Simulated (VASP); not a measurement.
# AgI (F-43m) in VASP: further runs

The runs below take AgI through single point, with PBE, r2SCAN, PBE0.

Program: VASP 6.6.1. These are calculated values, not measurements. Logs are shortened: lines on timing, memory, paths and dates and some standing lists are left out, and cuts for length are marked.

### Step 1. The cell of the first run

The structure is cubic, space group F-43m (No. 216). Conventional cell: a = 6.473 Å, b = 6.473 Å, c = 6.473 Å, α = 90.00°, β = 90.00°, γ = 90.00°. Ag (site symmetry -43m) has 4 I at 2.80 Å within 3.7 Å. Within 3.7 Å of I (site symmetry -43m) lie 4 Ag at 2.80 Å.

### Step 2. Single point, PBE

File INCAR:

```
ALGO = Normal
EDIFF = 1E-6
ENCUT = 500
GGA = PE
GGA_COMPAT = F
ISIF = 2
ISMEAR = 0
LASPH = T
LCHARG = T
LELF = T
LREAL = F
LVHAR = T
LWAVE = F
NBANDS = 16
NELM = 120
PREC = Accurate
SIGMA = 0.01
```

File KPOINTS:

```
k-points
0
Gamma
  3 3 3
```

File POSCAR:

```
AgI
1.0
    0.0000000000      3.2365000000      3.2365000000
    3.2365000000      0.0000000000      3.2365000000
    3.2365000000      3.2365000000      0.0000000000
Ag I
1 1
Direct
    0.0000000000      0.0000000000      0.0000000000
    0.7500000000      0.7500000000      0.7500000000
```

Potentials or basis: VASP PAW PBE potentials, release 64 (Ag, I).

The run is started by

```console
$ cat potpaw_PBE.64/Ag/POTCAR potpaw_PBE.64/I/POTCAR > POTCAR
$ mpirun -np 1 vasp_std > vasp.out
```

OUTCAR:

```text
EDIFF = 1E-6
   ENCUT = 500
   GGA = PE
   ISIF = 2
   ISMEAR = 0
   LASPH = T
   LREAL = F
   NELM = 120
   PREC = Accurate

 ion  position               nearest neighbor table
   1  0.000  0.000  0.000-   2 2.80   2 2.80   2 2.80   2 2.80
   2  0.750  0.750  0.750-   1 2.80   1 2.80   1 2.80   1 2.80

  LATTYP: Found a face centered cubic cell.
 ALAT       =     6.4730000000

  Lattice vectors:

 A1 = (   0.0000000000,   3.2365000000,   3.2365000000)
 A2 = (   3.2365000000,   0.0000000000,   3.2365000000)
 A3 = (   3.2365000000,   3.2365000000,   0.0000000000)

Analysis of symmetry for initial positions (statically):
=====================================================================
 Subroutine PRICEL returns:
 Original cell was already a primitive cell.

 Routine SETGRP: Setting up the symmetry group for a
 face centered cubic supercell.

 Subroutine GETGRP returns: Found 24 space group operations
 (whereof 24 operations were pure point group operations)
 out of a pool of 48 trial point group operations.

The static configuration has the point symmetry T_d .

Analysis of symmetry for dynamics (positions and initial velocities):
=====================================================================
 Subroutine PRICEL returns:
 Original cell was already a primitive cell.

 Routine SETGRP: Setting up the symmetry group for a
 face centered cubic supercell.

 Subroutine GETGRP returns: Found 24 space group operations
 (whereof 24 operations were pure point group operations)
 out of a pool of 48 trial point group operations.

The dynamic configuration has the point symmetry T_d .

 Subroutine INISYM returns: Found 24 space group operations
 (whereof 24 operations are pure point group operations),
 and found     1 'primitive' translations

----------------------------------------------------------------------------------------

                                     Primitive cell

  volume of cell :      67.8042

  direct lattice vectors                    reciprocal lattice vectors
     0.000000000  3.236500000  3.236500000    -0.154487873  0.154487873  0.154487873
     3.236500000  0.000000000  3.236500000     0.154487873 -0.154487873  0.154487873
     3.236500000  3.236500000  0.000000000     0.154487873  0.154487873 -0.154487873

  length of vectors
     4.577102195  4.577102195  4.577102195     0.267580845  0.267580845  0.267580845

  position of ions in fractional coordinates (direct lattice)
     0.000000000  0.000000000  0.000000000
     0.750000000  0.750000000  0.750000000

  ion indices of the primitive-cell ions
   primitive index   ion index
                 1           1
                 2           2

----------------------------------------------------------------------------------------

 KPOINTS: k-points

Automatic generation of k-mesh.
 Grid dimensions read from file:
 generate k-points for:    3    3    3

 Generating k-lattice:

  Cartesian coordinates                     Fractional coordinates (reciprocal lattice)
    -0.051495958  0.051495958  0.051495958     0.333333333  0.000000000  0.000000000
     0.051495958 -0.051495958  0.051495958     0.000000000  0.333333333  0.000000000
     0.051495958  0.051495958 -0.051495958     0.000000000  0.000000000  0.333333333

  Length of vectors
     0.089193615  0.089193615  0.089193615

  Shift w.r.t. Gamma in fractional coordinates (k-lattice)
     0.000000000  0.000000000  0.000000000

 Subroutine IBZKPT returns following result:
 ===========================================

 Found      4 irreducible k-points:

 Following reciprocal coordinates:
            Coordinates               Weight
  0.000000  0.000000  0.000000      1.000000
  0.333333  0.000000  0.000000      8.000000
  0.333333  0.333333  0.000000      6.000000
 -0.333333  0.333333  0.000000     12.000000
   k-points           NKPTS =      4   k-points in BZ     NKDIM =      4   number of bands    NBANDS=     16
   number of dos      NEDOS =    301   number of ions     NIONS =      2
   total plane-waves  NPLWV =  46656
   dimension x,y,z NGX =    36 NGY =   36 NGZ =   36
   dimension x,y,z NGXF=    72 NGYF=   72 NGZF=   72
   ions per type =               1   1
   NGX,Y,Z   is equivalent  to a cutoff of  13.08, 13.08, 13.08 a.u.
   NGXF,Y,Z  is equivalent  to a cutoff of  26.15, 26.15, 26.15 a.u.
 SYSTEM =  unknown system
   PREC   = accura    normal or accurate (medium, high low for compatibility)
   ISTART =      0    job   : 0-new  1-cont  2-samecut
   ICHARG =      2    charge: 1-file 2-atom 10-const
   ISPIN  =      1    spin polarized calculation?
   LNONCOLLINEAR =      F non collinear calculations
   LSORBIT =      F    spin-orbit coupling
   LASPH  =      T    aspherical Exc in radial PAW
   ENCUT  =  500.0 eV  36.75 Ry    6.06 a.u.   8.35  8.35  8.35*2*pi/ulx,y,z
   NELM   =    120;   NELMIN=  2; NELMDL= -5     # of ELM steps
   EDIFF  = 0.1E-05   stopping-criterion for ELM
   LREAL  =      F    real-space projection
   EDIFFG = 0.1E-04   stopping-criterion for IOM
   NSW    =      0    number of steps for IOM
   IBRION =     -1    ionic relax: 0-MD 1-quasi-New 2-CG
   NFREE  =      0    steps in history (QN), initial steepest desc. (CG)
   ISIF   =      2    stress and relaxation
   ISYM   =      2    0-nonsym 1-usesym 2-fastsym
   POTIM  = 0.5000    time-step for ionic-motion
   TEBEG  =    0.0;   TEEND  =   0.0 temperature during run
   PSTRESS=    0.0 pullay stress
   NELECT =      18.0000    total number of electrons
   NUPDOWN=      -1.0000    fix difference up-down
   EMIN   =  10.00;   EMAX   =-10.00  energy-range for DOS
   EFERMI =   0.00;   METHOD = LEGACY
   ISMEAR =     0;   SIGMA  =   0.01  broadening in eV -4-tet -1-fermi 0-gaus
   EFERMI_NEDOS =   21; number of points for ismear=-14 and -15
   IALGO  =     38    algorithm
   IMIX   =      4    mixing-type and parameters
     AMIX     =   0.40;   BMIX     =  1.00
     AMIX_MAG =   1.60;   BMIX_MAG =  1.00
  volume/ion in A,a.u.               =      33.90       228.78
  Fermi-wavevector in a.u.,A,eV,Ry     =   1.052156  1.988286 15.062083  1.107032
  Thomas-Fermi vector in A             =   2.187227
   LORBIT       =      0    0 simple, 1 ext, 2 COOP (PROOUT), +10 PAW based schemes
   GGA     = PE    functional components
   LHFCALC =     F    Hartree Fock is set to
   AEXX    =    0.0000 exact exchange contribution
   IVDW    =     0    specifies the selected vdW correction
   LEPSILON=     F    determine dielectric tensor
   LRPA    =     F    only Hartree local field effects (RPA)
 non-spin polarized calculation
 Gauss-broadening in eV      SIGMA  =   0.01
  energy-cutoff  :      500.00
  volume of cell :       67.80
 maximum number of plane-waves:      1759
 NGX is ok and might be reduce to    36
   NGX = 17   NGY = 17   NGZ = 17

 number of electron      17.9999998 magnetization

 Free energy of the ion-electron system (eV)
  ---------------------------------------------------
  ext. energy  EPLUGINS =         0.00000000
  ---------------------------------------------------
  free energy    TOTEN  =        -4.66014440 eV

  energy without entropy =       -4.66014440  energy(sigma->0) =       -4.66014440

 E-fermi :   3.3282     XC(G=0):  -8.4512

 val. band max:        3.2827325296   @ k =   0.0000   0.0000   0.0000
 cond. band min:       4.6111967604   @ k =   0.0000   0.0000   0.0000
 fundamental gap:      1.3284642308
 Fermi energy:         3.3281704940

 k-point     1 :       0.0000    0.0000    0.0000
  band No.  band energies     occupation
      1      -9.5565      2.00000
      2      -1.0138      2.00000
      3      -1.0138      2.00000
      4      -1.0138      2.00000
      5       0.1345      2.00000
      6       0.1345      2.00000
      7       3.2827      2.00000
      8       3.2827      2.00000
      9       3.2827      2.00000
     10       4.6112      0.00000
     11       8.9946      0.00000
     12       8.9946      0.00000
     13       8.9946      0.00000
     14      12.2218      0.00000
     15      13.3170      0.00000
     16      13.3170      0.00000

 k-point     2 :       0.3333    0.0000    0.0000
  band No.  band energies     occupation
      1      -9.3338      2.00000
      2      -1.0296      2.00000
      3      -0.8790      2.00000
      4      -0.8790      2.00000
      5       0.1425      2.00000
      6       0.1425      2.00000
      7       0.9184      2.00000
      8       2.7257      2.00000
      9       2.7257      2.00000
     10       6.0146      0.00000
     11       9.5170      0.00000
     12       9.5170      0.00000
     13       9.5852      0.00000
     14      12.4224      0.00000
     15      12.8986      0.00000
     16      12.8986      0.00000

 k-point     3 :       0.3333    0.3333    0.0000
  band No.  band energies     occupation
      1      -9.2601      2.00000
      2      -1.2521      2.00000
      3      -0.6804      2.00000
      4      -0.6804      2.00000
      5       0.0848      2.00000
      6       0.2007      2.00000
      7       1.2604      2.00000
      8       1.9095      2.00000
      9       1.9095      2.00000
     10       7.0400      0.00000
     11       7.1915      0.00000
     12      10.8256      0.00000
     13      11.3915      0.00000
     14      11.3915      0.00000
     15      13.7893      0.00000
     16      16.5478      0.00000

 k-point     4 :      -0.3333    0.3333    0.0000
  band No.  band energies     occupation
      1      -9.1804      2.00000
      2      -0.9823      2.00000
      3      -0.6775      2.00000
      4      -0.5638      2.00000
      5       0.0547      2.00000
      6       0.1426      2.00000
      7       0.5137      2.00000
      8       1.2467      2.00000
      9       2.0621      2.00000
     10       7.2841      0.00000
     11       8.6534      0.00000
     12      10.5719      0.00000
     13      10.7939      0.00000
     14      11.7281      0.00000
     15      13.1001      0.00000
     16      16.1243      0.00000

------------------------ aborting loop because EDIFF is reached ----------------------------------------

  FORCE on cell =-STRESS in cart. coord.  units (eV):
  Direction    XX          YY          ZZ          XY          YZ          ZX
  --------------------------------------------------------------------------------------
  -------------------------------------------------------------------------------------
  Total        1.1897548      1.1897548      1.1897548      0.0000000     -0.0000000      0.0000000
  in kB       28.1132600     28.1132600     28.1132600      0.0000000     -0.0000000      0.0000000
  external PRESSURE =      28.1132600 kB  Pullay stress =       0.0000000 kB

 VOLUME and BASIS-vectors are now :
 -----------------------------------------------------------------------------
  energy-cutoff  :      500.00
  volume of cell :       67.80
      direct lattice vectors                 reciprocal lattice vectors
     0.000000000  3.236500000  3.236500000    -0.154487873  0.154487873  0.154487873
     3.236500000  0.000000000  3.236500000     0.154487873 -0.154487873  0.154487873
     3.236500000  3.236500000  0.000000000     0.154487873  0.154487873 -0.154487873

 POSITION                                       TOTAL-FORCE (eV/Angst)
 -----------------------------------------------------------------------------------
      0.00000      0.00000      0.00000        -0.000000      0.000000     -0.000000
      4.85475      4.85475      4.85475         0.000000     -0.000000      0.000000
 -----------------------------------------------------------------------------------
    total drift:                               -0.000000     -0.000000     -0.000000

  FREE ENERGIE OF THE ION-ELECTRON SYSTEM (eV)
  ---------------------------------------------------
  free  energy   TOTEN  =        -4.6601444047 eV

  energy  without entropy=       -4.6601444047  energy(sigma->0) =       -4.66014440
```

Wall time 11 s (1 thread of Intel Xeon Platinum 8259CL at 2.50GHz (Skylake/Cascade Lake), shared host); peak memory 0.2 GiB.

Results:

| Quantity | Value |
| --- | --- |
| Free energy | -4.6601 eV |
| Pressure | 2.8 GPa |
| Band gap on the k mesh | 1.33 eV |

Levels at points of the mesh, in eV from the valence-band top:
```tsv
k point	band 6	band 7	band 8	band 9	band 10	band 11	band 12	band 13
(0.00, 0.00, 0.00)	-3.15	0.00	0.00	0.00	1.33	5.71	5.71	5.71
```

Caveat: the k points lie up to 0.56 Å⁻¹ apart; spin-orbit coupling is left out, which moves the levels of the heavy elements.

(Continued in part 2 of 3.)
